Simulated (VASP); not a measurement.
# Bi2Te2O (P-3m1) in VASP: a series of runs

The runs below take Bi2Te2O through relaxation of cell and atoms, single point, with PBE.

Everything below comes from runs of VASP 6.6.1. Logs are shortened: lines on timing, memory, paths and dates and some standing lists are left out, and cuts for length are marked.

## Step 1: The cell of the first run

Symmetry: P-3m1, No. 164, trigonal system. The conventional cell has a = 4.798 Å, b = 4.798 Å, c = 7.831 Å, α = 90.00°, β = 90.00°, γ = 120.00°. Within 3.8 Å of Bi (site symmetry 3m) lie 4 Te at 2.86 to 2.87 Å and 3 Bi at 3.52 Å. Te (site symmetry 3m) has 4 Bi at 2.86 to 2.87 Å and 3 O at 3.49 Å within 3.8 Å. O (site symmetry -3m) has 6 Te at 3.49 Å and 6 Bi at 3.96 Å within 4.6 Å.

The cell was generated, and may not be a known phase.

## Step 2: Relaxation of cell and atoms, PBE

INCAR

```
PREC = Accurate ; ENCUT = 600
EDIFF = 1E-7 ; ISMEAR = 0
SIGMA = 0.1 ; LREAL = F
LASPH = T ; NELM = 80
ALGO = Normal ; ISIF = 3
LWAVE = F ; LCHARG = F
GGA = PE ; IBRION = 2
NSW = 90 ; EDIFFG = -0.04
```

KPOINTS

```
Automatic mesh
0
Gamma
  6 6 2
```

POSCAR

```
Bi2Te2O
1.0
    4.7978973700      0.0000000000      0.0000000000
   -2.3989486800      4.1551010100      0.0000000000
    0.0000000000      0.0000000000      7.8305000700
Bi Te O
2 2 1
Direct
    0.3333333300      0.6666666700      0.6387000100
    0.6666666700      0.3333333300      0.3612999900
    0.3333333300      0.6666666700      0.2719200000
    0.6666666700      0.3333333300      0.7280800000
    0.0000000000      0.0000000000      0.0000000000
```

Potentials or basis: VASP PAW PBE potentials, release 64 (Bi_d, Te, O).

Started as:

```bash
$ cat potpaw_PBE.64/Bi_d/POTCAR potpaw_PBE.64/Te/POTCAR potpaw_PBE.64/O/POTCAR > POTCAR
$ mpirun -np 1 vasp_std > vasp.out
```

OUTCAR:

```text
PREC = Accurate
   ENCUT = 600
   EDIFF = 1E-7
   ISMEAR = 0
   LREAL = F
   LASPH = T
   NELM = 80
   ISIF = 3
   GGA = PE
   IBRION = 2
   NSW = 90
   EDIFFG = -0.04

 ion  position               nearest neighbor table
   1  0.333  0.667  0.639-   4 2.86   4 2.86   4 2.86   3 2.87   2 3.52   2 3.52   2 3.52
   2  0.667  0.333  0.361-   3 2.86   3 2.86   3 2.86   4 2.87   1 3.52   1 3.52   1 3.52
   3  0.333  0.667  0.272-   2 2.86   2 2.86   2 2.86   1 2.87
   4  0.667  0.333  0.728-   1 2.86   1 2.86   1 2.86   2 2.87
   5  0.000  0.000  0.000-

  LATTYP: Found a hexagonal cell.
 ALAT       =     4.7978973700
 C/A-ratio  =     1.6320691057

  Lattice vectors:

 A1 = (   4.7978973700,   0.0000000000,   0.0000000000)
 A2 = (  -2.3989486800,   4.1551010100,   0.0000000000)
 A3 = (   0.0000000000,   0.0000000000,   7.8305000700)

Analysis of symmetry for initial positions (statically):
=====================================================================
 Subroutine PRICEL returns:
 Original cell was already a primitive cell.

 Routine SETGRP: Setting up the symmetry group for a
 hexagonal supercell.

 Subroutine GETGRP returns: Found 12 space group operations
 (whereof 12 operations were pure point group operations)
 out of a pool of 24 trial point group operations.

The static configuration has the point symmetry D_3d.

Analysis of symmetry for dynamics (positions and initial velocities):
=====================================================================
 Subroutine PRICEL returns:
 Original cell was already a primitive cell.

 Routine SETGRP: Setting up the symmetry group for a
 hexagonal supercell.

 Subroutine GETGRP returns: Found 12 space group operations
 (whereof 12 operations were pure point group operations)
 out of a pool of 24 trial point group operations.

The dynamic configuration has the point symmetry D_3d.

 Subroutine INISYM returns: Found 12 space group operations
 (whereof 12 operations are pure point group operations),
 and found     1 'primitive' translations

----------------------------------------------------------------------------------------

                                     Primitive cell

  volume of cell :     156.1069

  direct lattice vectors                    reciprocal lattice vectors
     4.797897370  0.000000000  0.000000000     0.208424633  0.120334018  0.000000000
    -2.398948680  4.155101010  0.000000000     0.000000000  0.240668036  0.000000000
     0.000000000  0.000000000  7.830500070     0.000000000  0.000000000  0.127705765

  length of vectors
     4.797897370  4.797897370  7.830500070     0.240668036  0.240668036  0.127705765

  position of ions in fractional coordinates (direct lattice)
     0.333333330  0.666666670  0.638700010
     0.666666670  0.333333330  0.361299990
     0.333333330  0.666666670  0.271920000
     0.666666670  0.333333330  0.728080000
     0.000000000  0.000000000  0.000000000

  ion indices of the primitive-cell ions
   primitive index   ion index
                 1           1
                 2           2
                 3           3
                 4           4
                 5           5

----------------------------------------------------------------------------------------

 KPOINTS: Automatic mesh

Automatic generation of k-mesh.
 Grid dimensions read from file:
 generate k-points for:    6    6    2

 Generating k-lattice:

  Cartesian coordinates                     Fractional coordinates (reciprocal lattice)
     0.034737439  0.020055670  0.000000000     0.166666667  0.000000000  0.000000000
     0.000000000  0.040111339  0.000000000     0.000000000  0.166666667  0.000000000
     0.000000000  0.000000000  0.063852882     0.000000000  0.000000000  0.500000000

  Length of vectors
     0.040111339  0.040111339  0.063852882

  Shift w.r.t. Gamma in fractional coordinates (k-lattice)
     0.000000000  0.000000000  0.000000000

 Subroutine IBZKPT returns following result:
 ===========================================

 Found     14 irreducible k-points:

 Following reciprocal coordinates:
            Coordinates               Weight
  0.000000  0.000000  0.000000      1.000000
  0.166667  0.000000  0.000000      6.000000
  0.333333 -0.000000  0.000000      6.000000
  0.500000  0.000000  0.000000      3.000000
  0.166667  0.166667  0.000000      6.000000
  0.333333  0.166667  0.000000     12.000000
  0.333333  0.333333  0.000000      2.000000
  0.000000  0.000000  0.500000      1.000000
  0.166667  0.000000  0.500000      6.000000
  0.333333 -0.000000  0.500000      6.000000
  0.500000  0.000000  0.500000      3.000000
  0.166667  0.166667  0.500000      6.000000
  0.333333  0.166667  0.500000     12.000000
  0.333333  0.333333  0.500000      2.000000
   k-points           NKPTS =     14   k-points in BZ     NKDIM =     14   number of bands    NBANDS=     28
   number of dos      NEDOS =    301   number of ions     NIONS =      5
   total plane-waves  NPLWV = 102400
   dimension x,y,z NGX =    40 NGY =   40 NGZ =   64
   dimension x,y,z NGXF=    80 NGYF=   80 NGZF=  128
   ions per type =               2   2   1
   NGX,Y,Z   is equivalent  to a cutoff of  13.86, 13.86, 13.59 a.u.
   NGXF,Y,Z  is equivalent  to a cutoff of  27.72, 27.72, 27.18 a.u.
 SYSTEM =  unknown system
   PREC   = accura    normal or accurate (medium, high low for compatibility)
   ISTART =      0    job   : 0-new  1-cont  2-samecut
   ICHARG =      2    charge: 1-file 2-atom 10-const
   ISPIN  =      1    spin polarized calculation?
   LNONCOLLINEAR =      F non collinear calculations
   LSORBIT =      F    spin-orbit coupling
   LASPH  =      T    aspherical Exc in radial PAW
   ENCUT  =  600.0 eV  44.10 Ry    6.64 a.u.   9.58  9.58 15.64*2*pi/ulx,y,z
   NELM   =     80;   NELMIN=  2; NELMDL= -5     # of ELM steps
   EDIFF  = 0.1E-06   stopping-criterion for ELM
   LREAL  =      F    real-space projection
   EDIFFG = -.4E-01   stopping-criterion for IOM
   NSW    =     90    number of steps for IOM
   IBRION =      2    ionic relax: 0-MD 1-quasi-New 2-CG
   NFREE  =      1    steps in history (QN), initial steepest desc. (CG)
   ISIF   =      3    stress and relaxation
   ISYM   =      2    0-nonsym 1-usesym 2-fastsym
   POTIM  = 0.5000    time-step for ionic-motion
   TEBEG  =    0.0;   TEEND  =   0.0 temperature during run
   PSTRESS=    0.0 pullay stress
   NELECT =      48.0000    total number of electrons
   NUPDOWN=      -1.0000    fix difference up-down
   EMIN   =  10.00;   EMAX   =-10.00  energy-range for DOS
   EFERMI =   0.00;   METHOD = LEGACY
   ISMEAR =     0;   SIGMA  =   0.10  broadening in eV -4-tet -1-fermi 0-gaus
   EFERMI_NEDOS =   21; number of points for ismear=-14 and -15
   IALGO  =     38    algorithm
   IMIX   =      4    mixing-type and parameters
     AMIX     =   0.40;   BMIX     =  1.00
     AMIX_MAG =   1.60;   BMIX_MAG =  1.00
  volume/ion in A,a.u.               =      31.22       210.69
  Fermi-wavevector in a.u.,A,eV,Ry     =   1.104963  2.088078 16.611954  1.220944
  Thomas-Fermi vector in A             =   2.241444
   LORBIT       =      0    0 simple, 1 ext, 2 COOP (PROOUT), +10 PAW based schemes
   GGA     = PE    functional components
   LHFCALC =     F    Hartree Fock is set to
   AEXX    =    0.0000 exact exchange contribution
   IVDW    =     0    specifies the selected vdW correction
   LEPSILON=     F    determine dielectric tensor
   LRPA    =     F    only Hartree local field effects (RPA)
 conjugate gradient relaxation of ions
 non-spin polarized calculation
 Gauss-broadening in eV      SIGMA  =   0.10
  energy-cutoff  :      600.00
  volume of cell :      156.11
 maximum number of plane-waves:      5275
 NGX is ok and might be reduce to    40
   NGX = 19   NGY = 19   NGZ = 31

--------------------------------------- Ionic step        1  -------------------------------------------

 number of electron      48.0000000 magnetization

 Free energy of the ion-electron system (eV)
  ---------------------------------------------------
  ext. energy  EPLUGINS =         0.00000000
  ---------------------------------------------------
  free energy    TOTEN  =       -14.85586784 eV

  energy without entropy =      -14.83230905  energy(sigma->0) =      -14.84408845

------------------------ aborting loop because EDIFF is reached ----------------------------------------

  FORCE on cell =-STRESS in cart. coord.  units (eV):
  Direction    XX          YY          ZZ          XY          YZ          ZX
  --------------------------------------------------------------------------------------
  -------------------------------------------------------------------------------------
  Total       13.0439997     13.0439997      3.7193411      0.0000000     -0.0000000     -0.0000000
  in kB      133.8749507    133.8749509     38.1728476      0.0000002     -0.0000000     -0.0000000
  external PRESSURE =     101.9742497 kB  Pullay stress =       0.0000000 kB
[... 98 lines left out ...]
  FREE ENERGIE OF THE ION-ELECTRON SYSTEM (eV)
  ---------------------------------------------------
  free  energy   TOTEN  =       -16.0967010593 eV

  energy  without entropy=      -16.0759195777  energy(sigma->0) =      -16.08631032

 E-fermi :   4.3745     XC(G=0):  -8.4992

 val. band max:        4.0356715629   @ k =   0.3333  -0.0000   0.0000
 cond. band min:       4.7033009672   @ k =   0.5000   0.0000   0.5000
 fundamental gap:      0.6676294043
 Fermi energy:         4.3744790459

 k-point     1 :       0.0000    0.0000    0.0000
  band No.  band energies     occupation
      1     -19.1698      2.00000
      2     -19.1698      2.00000
      3     -19.1150      2.00000
      4     -19.0943      2.00000
      5     -19.0943      2.00000
      6     -19.0442      2.00000
[... 423 lines left out ...]
     27       6.6201      0.00000
     28       7.0094      0.00000

 E-fermi :   9.6139     XC(G=0): -10.4042

 val. band max:        9.3775049734   @ k =   0.0000   0.0000   0.0000
 cond. band min:       9.8836748939   @ k =   0.3333  -0.0000   0.0000
 fundamental gap:      0.5061699205
 Fermi energy:         9.6139084343

 k-point     1 :       0.0000    0.0000    0.0000
  band No.  band energies     occupation
      1     -14.2620      2.00000
      2     -14.2620      2.00000
      3     -14.2554      2.00000
      4     -14.2554      2.00000
      5     -14.2310      2.00000
      6     -14.1555      2.00000
[... 423 lines left out ...]
     27      12.6668      0.00000
     28      12.6668      0.00000

[... ionic steps 4 to 80 ...]

--------------------------------------- Ionic step       81  -------------------------------------------

 number of electron      48.0000018 magnetization

------------------------ aborting loop because EDIFF is reached ----------------------------------------

  FORCE on cell =-STRESS in cart. coord.  units (eV):
  Direction    XX          YY          ZZ          XY          YZ          ZX
  --------------------------------------------------------------------------------------
  -------------------------------------------------------------------------------------
  Total       -0.0488749     -0.0488749     -0.2320887     -0.0000000      0.0000000      0.0000000
  in kB       -0.5364944     -0.5364944     -2.5476134     -0.0000000      0.0000000      0.0000000
  external PRESSURE =      -1.2068674 kB  Pullay stress =       0.0000000 kB
[... 63 lines left out ...]
  energy  without entropy=      -20.9685991620  energy(sigma->0) =      -20.96859918

--------------------------------------- Ionic step       83  -------------------------------------------

 number of electron      48.0000015 magnetization

 Free energy of the ion-electron system (eV)
  ---------------------------------------------------
  ext. energy  EPLUGINS =         0.00000000
  ---------------------------------------------------
  free energy    TOTEN  =       -20.96885636 eV

  energy without entropy =      -20.96885634  energy(sigma->0) =      -20.96885635

 E-fermi :   5.6617     XC(G=0):  -9.3438

 val. band max:        5.3265782799   @ k =   0.0000   0.0000   0.0000
 cond. band min:       5.9964451622   @ k =   0.0000   0.0000   0.0000
 fundamental gap:      0.6698668822
 Fermi energy:         5.6616888827

 k-point     1 :       0.0000    0.0000    0.0000
  band No.  band energies     occupation
      1     -17.3933      2.00000
      2     -17.3933      2.00000
      3     -17.3753      2.00000
      4     -17.3751      2.00000
      5     -17.3751      2.00000
      6     -17.3609      2.00000
[... 455 lines left out ...]
  FREE ENERGIE OF THE ION-ELECTRON SYSTEM (eV)
  ---------------------------------------------------
  free  energy   TOTEN  =       -20.9688563566 eV

  energy  without entropy=      -20.9688563352  energy(sigma->0) =      -20.96885635

 reached required accuracy - stopping structural energy minimisation
```

Run time: 39 min. Hardware: 1 thread of Intel Xeon 6975P-C (Granite Rapids), shared host; peak memory 0.39 GiB.

What came out:

```
Free energy                           : -20.9689 eV
Relaxed volume                        : 29.16 Å³/atom
Relaxed cell                          : a = 4.110 Å, b = 4.110 Å, c = 9.964 Å, α = 90.00°, β = 90.00°, γ = 120.00°
Space group after relaxing (to 0.1 Å) : P-3m1 (No. 164)
Pressure after relaxing               : 0.0 GPa
Largest force after relaxing          : 0.012 eV/Å
Band gap on the k mesh                : 0.67 eV
```

Forces in eV/Å, atoms in the order of the input:
```
Bi   0.000  0.000  0.012
Bi   0.000  0.000 -0.012
Te   0.000  0.000  0.012
Te   0.000  0.000 -0.012
O    0.000  0.000  0.000
```

Final structure:
```cif
data_structure
_symmetry_space_group_name_H-M 'P 1'
_symmetry_Int_Tables_number 1
_cell_length_a 4.1101
_cell_length_b 4.1101
_cell_length_c 9.9644
_cell_angle_alpha 90.000
_cell_angle_beta 90.000
_cell_angle_gamma 120.000
_cell_volume 145.78
loop_
_atom_site_label
_atom_site_type_symbol
_atom_site_fract_x
_atom_site_fract_y
_atom_site_fract_z
_atom_site_occupancy
Bi1 Bi 0.33333 0.66667 0.86323 1
Bi2 Bi 0.66667 0.33333 0.13677 1
Te1 Te 0.33333 0.66667 0.32366 1
Te2 Te 0.66667 0.33333 0.67634 1
O1 O 0.00000 0.00000 0.00000 1
```

Caveat: a cell axis changed by over 15 % at a fixed basis, so the end point is rough; spin-orbit coupling is left out, which moves the levels of the heavy elements; this functional lacks dispersion, which binds layers or chains, so the pressure and a relaxed spacing across them are unreliable.

[end of part 1 of 2]

The gap in the log of VASP goes by the Fermi energy; the results here count the filled bands.